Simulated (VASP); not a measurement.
# Ga3SbN2 (P4/mmm) in VASP: a series of runs

Runs on Ga3SbN2. Level: PBE. Tasks: relaxation of cell and atoms, single point.

Program: VASP 6.6.1. These are calculated values, not measurements. Logs are shortened: lines on timing, memory, paths and dates and some standing lists are left out, and cuts for length are marked.

**1. The cell of the first run**

It takes space group P4/mmm (No. 123, tetragonal). The conventional cell has a = 2.911 Å, b = 2.911 Å, c = 10.904 Å, α = 90.00°, β = 90.00°, γ = 90.00°. Within 2.8 Å of Ga (site symmetry 4mm) lie 4 N at 2.14 Å and 1 Ga at 2.58 Å. Ga (site symmetry 4/mmm) has 6 Ga at 2.58 to 2.91 Å within 3.4 Å. Sb (site symmetry 4/mmm) has 2 N at 2.28 Å and 4 Sb at 2.91 Å within 3.0 Å. N (site symmetry 4mm) has 4 Ga at 2.14 Å and 1 Sb at 2.28 Å within 2.8 Å.

**2. Relaxation of cell and atoms, PBE**

INCAR

```
SYSTEM = Ga3SbN2
ALGO     = Normal         ! electronic algorithm
EDIFF    = 1E-6           ! SCF threshold, eV
EDIFFG   = -0.01          ! ionic threshold
ENCUT    = 600            ! plane-wave cutoff, eV
GGA      = PE             ! functional
IBRION   = 2              ! ionic algorithm
ISIF     = 3              ! what is computed and relaxed
ISMEAR   = 0              ! smearing method
LASPH    = .True.         ! aspherical terms in the spheres
LCHARG   = .False.        ! write CHGCAR
LREAL    = .False.        ! projectors in reciprocal space
LWAVE    = .False.        ! write WAVECAR
NELM     = 80             ! most SCF steps
NSW      = 100            ! ionic steps
PREC     = Accurate       ! precision mode
SIGMA    = 0.1            ! smearing width, eV
```

KPOINTS

```
k-points
0
Gamma
  12 12 4
  0 0 0
```

POSCAR

```
Ga3SbN2
1.0
    2.9114438985      0.0000000000      0.0000000000
    0.0000000000      2.9114438985      0.0000000000
    0.0000000000      0.0000000000     10.9042137037
Ga Sb N
3 1 2
Direct
    0.5000000000      0.5000000000      0.2631796997
    0.5000000000      0.5000000000      0.5000000000
    0.5000000000      0.5000000000      0.7368203003
    0.0000000000      0.0000000000      0.0000000000
    0.0000000000      0.0000000000      0.2088642829
    0.0000000000      0.0000000000      0.7911357171
```

Potentials or basis: VASP PAW PBE potentials, release 64 (Ga_d, Sb, N).

Started as:

```sh
cat potpaw_PBE.64/Ga_d/POTCAR potpaw_PBE.64/Sb/POTCAR potpaw_PBE.64/N/POTCAR > POTCAR
mpirun -np 1 vasp_std > vasp.out
```

OUTCAR:

```text
SYSTEM = Ga3SbN2
   EDIFF = 1E-6
   EDIFFG = -0.01
   ENCUT = 600
   GGA = PE
   IBRION = 2
   ISIF = 3
   ISMEAR = 0
   LASPH = .True.
   LREAL = .False.
   NELM = 80
   NSW = 100
   PREC = Accurate

 ion  position               nearest neighbor table
   1  0.500  0.500  0.263-   5 2.14   5 2.14   5 2.14   5 2.14   2 2.58
   2  0.500  0.500  0.500-   1 2.58   3 2.58
   3  0.500  0.500  0.737-   6 2.14   6 2.14   6 2.14   6 2.14   2 2.58
   4  0.000  0.000  0.000-   5 2.28   6 2.28
   5  0.000  0.000  0.209-   1 2.14   1 2.14   1 2.14   1 2.14   4 2.28
   6  0.000  0.000  0.791-   3 2.14   3 2.14   3 2.14   3 2.14   4 2.28

  LATTYP: Found a simple tetragonal cell.
 ALAT       =     2.9114438985
 C/A-ratio  =     3.7452941165

  Lattice vectors:

 A1 = (   2.9114438985,   0.0000000000,   0.0000000000)
 A2 = (   0.0000000000,   2.9114438985,   0.0000000000)
 A3 = (   0.0000000000,   0.0000000000,  10.9042137037)

Analysis of symmetry for initial positions (statically):
=====================================================================
 Subroutine PRICEL returns:
 Original cell was already a primitive cell.

 Routine SETGRP: Setting up the symmetry group for a
 simple tetragonal supercell.

 Subroutine GETGRP returns: Found 16 space group operations
 (whereof 16 operations were pure point group operations)
 out of a pool of 16 trial point group operations.

The static configuration has the point symmetry D_4h.

Analysis of symmetry for dynamics (positions and initial velocities):
=====================================================================
 Subroutine PRICEL returns:
 Original cell was already a primitive cell.

 Routine SETGRP: Setting up the symmetry group for a
 simple tetragonal supercell.

 Subroutine GETGRP returns: Found 16 space group operations
 (whereof 16 operations were pure point group operations)
 out of a pool of 16 trial point group operations.

The dynamic configuration has the point symmetry D_4h.

 Subroutine INISYM returns: Found 16 space group operations
 (whereof 16 operations are pure point group operations),
 and found     1 'primitive' translations

----------------------------------------------------------------------------------------

                                     Primitive cell

  volume of cell :      92.4296

  direct lattice vectors                    reciprocal lattice vectors
     2.911443898  0.000000000  0.000000000     0.343472186  0.000000000  0.000000000
     0.000000000  2.911443898  0.000000000     0.000000000  0.343472186  0.000000000
     0.000000000  0.000000000 10.904213704     0.000000000  0.000000000  0.091707667

  length of vectors
     2.911443898  2.911443898 10.904213704     0.343472186  0.343472186  0.091707667

  position of ions in fractional coordinates (direct lattice)
     0.500000000  0.500000000  0.263179700
     0.500000000  0.500000000  0.500000000
     0.500000000  0.500000000  0.736820300
     0.000000000  0.000000000  0.000000000
     0.000000000  0.000000000  0.208864283
     0.000000000  0.000000000  0.791135717

  ion indices of the primitive-cell ions
   primitive index   ion index
                 1           1
                 2           2
                 3           3
                 4           4
                 5           5
                 6           6

----------------------------------------------------------------------------------------

 KPOINTS: k-points

Automatic generation of k-mesh.
 Grid dimensions read from file:
 generate k-points for:   12   12    4

 Generating k-lattice:

  Cartesian coordinates                     Fractional coordinates (reciprocal lattice)
     0.028622682  0.000000000  0.000000000     0.083333333  0.000000000  0.000000000
     0.000000000  0.028622682  0.000000000     0.000000000  0.083333333  0.000000000
     0.000000000  0.000000000  0.022926917     0.000000000  0.000000000  0.250000000

  Length of vectors
     0.028622682  0.028622682  0.022926917

  Shift w.r.t. Gamma in fractional coordinates (k-lattice)
     0.000000000  0.000000000  0.000000000

 Subroutine IBZKPT returns following result:
 ===========================================

 Found     84 irreducible k-points:

 Following reciprocal coordinates:
            Coordinates               Weight
  0.000000  0.000000  0.000000      1.000000
  0.083333  0.000000  0.000000      4.000000
  0.166667  0.000000  0.000000      4.000000
  0.250000  0.000000  0.000000      4.000000
  0.333333  0.000000  0.000000      4.000000
  0.416667  0.000000  0.000000      4.000000
[... 16 lines left out ...]
  0.333333  0.333333  0.000000      4.000000
  0.416667  0.333333  0.000000      8.000000
 [... further k-points ...]
   k-points           NKPTS =     84   k-points in BZ     NKDIM =     84   number of bands    NBANDS=     32
   number of dos      NEDOS =    301   number of ions     NIONS =      6
   total plane-waves  NPLWV =  51840
   dimension x,y,z NGX =    24 NGY =   24 NGZ =   90
   dimension x,y,z NGXF=    48 NGYF=   48 NGZF=  180
   ions per type =               3   1   2
   NGX,Y,Z   is equivalent  to a cutoff of  13.70, 13.70, 13.72 a.u.
   NGXF,Y,Z  is equivalent  to a cutoff of  27.41, 27.41, 27.44 a.u.
 SYSTEM =  Ga3SbN2
   PREC   = accura    normal or accurate (medium, high low for compatibility)
   ISTART =      0    job   : 0-new  1-cont  2-samecut
   ICHARG =      2    charge: 1-file 2-atom 10-const
   ISPIN  =      1    spin polarized calculation?
   LNONCOLLINEAR =      F non collinear calculations
   LSORBIT =      F    spin-orbit coupling
   LASPH  =      T    aspherical Exc in radial PAW
   ENCUT  =  600.0 eV  44.10 Ry    6.64 a.u.   5.81  5.81 21.78*2*pi/ulx,y,z
   NELM   =     80;   NELMIN=  2; NELMDL= -5     # of ELM steps
   EDIFF  = 0.1E-05   stopping-criterion for ELM
   LREAL  =      F    real-space projection
   EDIFFG = -.1E-01   stopping-criterion for IOM
   NSW    =    100    number of steps for IOM
   IBRION =      2    ionic relax: 0-MD 1-quasi-New 2-CG
   NFREE  =      1    steps in history (QN), initial steepest desc. (CG)
   ISIF   =      3    stress and relaxation
   ISYM   =      2    0-nonsym 1-usesym 2-fastsym
   POTIM  = 0.5000    time-step for ionic-motion
   TEBEG  =    0.0;   TEEND  =   0.0 temperature during run
   PSTRESS=    0.0 pullay stress
   NELECT =      54.0000    total number of electrons
   NUPDOWN=      -1.0000    fix difference up-down
   EMIN   =  10.00;   EMAX   =-10.00  energy-range for DOS
   EFERMI =   0.00;   METHOD = LEGACY
   ISMEAR =     0;   SIGMA  =   0.10  broadening in eV -4-tet -1-fermi 0-gaus
   EFERMI_NEDOS =   21; number of points for ismear=-14 and -15
   IALGO  =     38    algorithm
   IMIX   =      4    mixing-type and parameters
     AMIX     =   0.40;   BMIX     =  1.00
     AMIX_MAG =   1.60;   BMIX_MAG =  1.00
  volume/ion in A,a.u.               =      15.40       103.96
  Fermi-wavevector in a.u.,A,eV,Ry     =   1.368576  2.586234 25.483727  1.873001
  Thomas-Fermi vector in A             =   2.494528
   LORBIT       =      0    0 simple, 1 ext, 2 COOP (PROOUT), +10 PAW based schemes
   GGA     = PE    functional components
   LHFCALC =     F    Hartree Fock is set to
   AEXX    =    0.0000 exact exchange contribution
   IVDW    =     0    specifies the selected vdW correction
   LEPSILON=     F    determine dielectric tensor
   LRPA    =     F    only Hartree local field effects (RPA)
 conjugate gradient relaxation of ions
 non-spin polarized calculation
 Gauss-broadening in eV      SIGMA  =   0.10
  energy-cutoff  :      600.00
  volume of cell :       92.43
 maximum number of plane-waves:      3128
 NGX is ok and might be reduce to    24
   NGX = 11   NGY = 11   NGZ = 43

--------------------------------------- Ionic step        1  -------------------------------------------

 number of electron      54.0000000 magnetization

 Free energy of the ion-electron system (eV)
  ---------------------------------------------------
  ext. energy  EPLUGINS =         0.00000000
  ---------------------------------------------------
  free energy    TOTEN  =       -27.66326187 eV

  energy without entropy =      -27.65080039  energy(sigma->0) =      -27.65703113

------------------------ aborting loop because EDIFF is reached ----------------------------------------

  FORCE on cell =-STRESS in cart. coord.  units (eV):
  Direction    XX          YY          ZZ          XY          YZ          ZX
  --------------------------------------------------------------------------------------
  -------------------------------------------------------------------------------------
  Total        0.3088386      0.3088386     -0.2683038      0.0000000     -0.0000000     -0.0000000
  in kB        5.3534151      5.3534151     -4.6507844      0.0000000     -0.0000000     -0.0000000
  external PRESSURE =       2.0186819 kB  Pullay stress =       0.0000000 kB
[... 265 lines left out ...]
  energy  without entropy=      -27.6524424270  energy(sigma->0) =      -27.65873250

--------------------------------------- Ionic step        8  -------------------------------------------

 number of electron      53.9999993 magnetization

 Free energy of the ion-electron system (eV)
  ---------------------------------------------------
  ext. energy  EPLUGINS =         0.00000000
  ---------------------------------------------------
  free energy    TOTEN  =       -27.66502304 eV

  energy without entropy =      -27.65243936  energy(sigma->0) =      -27.65873120

 E-fermi :   6.4524     XC(G=0): -11.0974

 val. band max:        6.4515102005   @ k =   0.2500   0.2500   0.0000
 cond. band min:       6.4526822001   @ k =   0.4167   0.3333   0.0000
 fundamental gap:      0.0011719997
 Fermi energy:         6.4524227265

 k-point     1 :       0.0000    0.0000    0.0000
  band No.  band energies     occupation
      1      -9.7227      2.00000
      2      -9.4691      2.00000
      3      -8.3686      2.00000
      4      -8.2864      2.00000
      5      -8.0708      2.00000
      6      -8.0559      2.00000
[... 829 lines left out ...]
     31       8.7482      0.00000
     32       9.4435      0.00000

 [... further k-points ...]

------------------------ aborting loop because EDIFF is reached ----------------------------------------

  FORCE on cell =-STRESS in cart. coord.  units (eV):
  Direction    XX          YY          ZZ          XY          YZ          ZX
  --------------------------------------------------------------------------------------
  -------------------------------------------------------------------------------------
  Total       -0.0022004     -0.0022004      0.0515078      0.0000000     -0.0000000      0.0000000
  in kB       -0.0380731     -0.0380731      0.8912399      0.0000000     -0.0000000      0.0000000
  external PRESSURE =       0.2716979 kB  Pullay stress =       0.0000000 kB
[... 21 lines left out ...]
  FREE ENERGIE OF THE ION-ELECTRON SYSTEM (eV)
  ---------------------------------------------------
  free  energy   TOTEN  =       -27.6650230443 eV

  energy  without entropy=      -27.6524393645  energy(sigma->0) =      -27.65873120

 reached required accuracy - stopping structural energy minimisation
```

It took 17 min on 1 thread of Intel Xeon 6975P-C, shared host; peak memory 0.43 GiB.

What came out:

```yaml
Free_energy: -27.6650 eV
Relaxed_volume: 15.43 Å³/atom
Relaxed_cell: a = 2.919 Å, b = 2.919 Å, c = 10.869 Å, α = 90.00°, β = 90.00°, γ = 90.00°
Space_group_after_relaxing_to_0.05_Å: P4/mmm (No. 123)
Energy_gained_by_relaxing: 0.3 meV/atom
Ionic_steps: 8
Pressure_after_relaxing: 0.0 GPa
Largest_force_after_relaxing: 0.010 eV/Å
Band_gap_on_the_k_mesh: zero (band 27 reaches 8.57 eV, above the bottom of band 28 at 5.95 eV)
```

Forces in eV/Å, atoms in the order of the input:
```
Ga   0.000  0.000 -0.010
Ga   0.000  0.000  0.000
Ga   0.000  0.000  0.010
Sb   0.000  0.000  0.000
N    0.000  0.000  0.008
N    0.000  0.000 -0.008
```

Step by step:
| step | energy change (eV) | largest force (eV/Å) | pressure (GPa) | volume (Å³) |
| --- | --- | --- | --- | --- |
| 1 | 0.0000 | 0.0613 | 0.20 | 92.43 |
| 2 | -0.0015 | 0.0446 | -0.04 | 92.69 |
| 3 | -0.0015 | 0.0418 | -0.18 | 92.74 |
| 4 | -0.0015 | 0.0461 | -0.07 | 92.72 |
| 5 | -0.0015 | 0.0421 | -0.13 | 92.73 |
| 6 | -0.0018 | 0.0111 | 0.03 | 92.60 |
| 7 | -0.0018 | 0.0055 | 0.15 | 92.58 |
| 8 | -0.0018 | 0.0099 | 0.03 | 92.60 |

Final structure:
```
CELL_PARAMETERS angstrom
2.91874 0.00000 0.00000
0.00000 2.91874 0.00000
0.00000 0.00000 10.86918
ATOMIC_POSITIONS crystal
Ga 0.50000 0.50000 0.26261
Ga 0.50000 0.50000 0.50000
Ga 0.50000 0.50000 0.73739
Sb 0.00000 0.00000 0.00000
N 0.00000 0.00000 0.20925
N 0.00000 0.00000 0.79075
```

Levels at points of the mesh, in eV from the Fermi level:
```tsv
k point	band 24	band 25	band 26	band 27	band 28	band 29	band 30	band 31
(0.00, 0.00, 0.00)	-1.61	-1.51	-1.51	1.43	1.65	4.54	4.58	5.41
(0.50, 0.00, 0.00)	-2.64	-1.27	-0.57	-0.33	-0.24	3.12	3.51	5.14
(0.50, 0.50, 0.00)	-2.71	-2.51	-2.51	-1.70	-0.04	0.59	0.59	0.67
(0.00, 0.00, 0.50)	-1.51	-1.51	-0.32	-0.01	2.14	4.40	4.80	5.42
(0.50, 0.00, 0.50)	-1.90	-1.39	-0.73	-0.33	-0.24	2.60	4.32	4.52
(0.50, 0.50, 0.50)	-2.72	-2.48	-2.48	-1.80	0.37	0.52	0.52	0.71
```

Caveat: spin-orbit coupling is left out, which moves the levels of the heavy elements.

**3. Single point, PBE**

INCAR

```
PREC = Accurate
ENCUT = 520
EDIFF = 1E-6
ISMEAR = 0
SIGMA = 0.1
LREAL = False
LASPH = True
NELM = 60
ALGO = Normal
ISIF = 2
LWAVE = False
LCHARG = False
GGA = PE
NBANDS = 36
```

KPOINTS

```
Automatic mesh
0
Gamma
  6 6 2
```

POSCAR is that of step 2.

Potentials or basis: VASP PAW PBE potentials, release 64 (Ga_d, Sb, N).

Started as:

```sh
cat potpaw_PBE.64/Ga_d/POTCAR potpaw_PBE.64/Sb/POTCAR potpaw_PBE.64/N/POTCAR > POTCAR
mpirun -np 1 vasp_std > vasp.out
```

Run time: 38 s. Hardware: 1 thread of Intel Xeon 6975P-C (Granite Rapids), shared host; peak memory 0.24 GiB.

The run converged. Its results:

* Free energy: -27.6964 eV
* Pressure: 0.1 GPa
* Largest force: 0.032 eV/Å
* Band gap on the k mesh: zero (band 27 reaches 8.26 eV, above the bottom of band 28 at 6.04 eV)

Forces in eV/Å, atoms in the order of the input:
```
Ga   0.000  0.000  0.008
Ga   0.000  0.000  0.000
Ga   0.000  0.000 -0.008
Sb   0.000  0.000  0.000
N    0.000  0.000 -0.032
N    0.000  0.000  0.032
```

Stress tensor (GPa, compression positive):
```
 0.24  0.00  0.00
 0.00  0.24  0.00
 0.00  0.00 -0.25
```

Levels at points of the mesh, in eV from the Fermi level:
| k point | band 23 | band 24 | band 25 | band 26 | band 27 | band 28 | band 29 | band 30 | band 31 | band 32 |
| --- | --- | --- | --- | --- | --- | --- | --- | --- | --- | --- |
| (0.00, 0.00, 0.00) | -1.91 | -1.91 | -1.80 | -1.80 | 1.15 | 1.35 | 4.19 | 4.25 | 5.09 | 5.09 |
| (0.50, 0.00, 0.00) | -4.38 | -2.92 | -1.59 | -0.90 | -0.63 | -0.54 | 2.78 | 3.15 | 4.81 | 6.03 |
| (0.50, 0.50, 0.00) | -3.03 | -3.02 | -2.89 | -2.89 | -1.99 | -0.32 | 0.34 | 0.35 | 0.35 | 2.35 |
| (0.00, 0.00, 0.50) | -1.91 | -1.81 | -1.81 | -0.64 | -0.35 | 1.87 | 4.06 | 4.44 | 5.10 | 5.10 |
| (0.50, 0.00, 0.50) | -4.70 | -2.17 | -1.75 | -1.07 | -0.63 | -0.54 | 2.25 | 3.96 | 4.19 | 5.46 |
| (0.50, 0.50, 0.50) | -3.04 | -3.00 | -2.87 | -2.87 | -2.08 | 0.10 | 0.29 | 0.29 | 0.38 | 1.27 |

Caveat: spin-orbit coupling is left out, which moves the levels of the heavy elements.
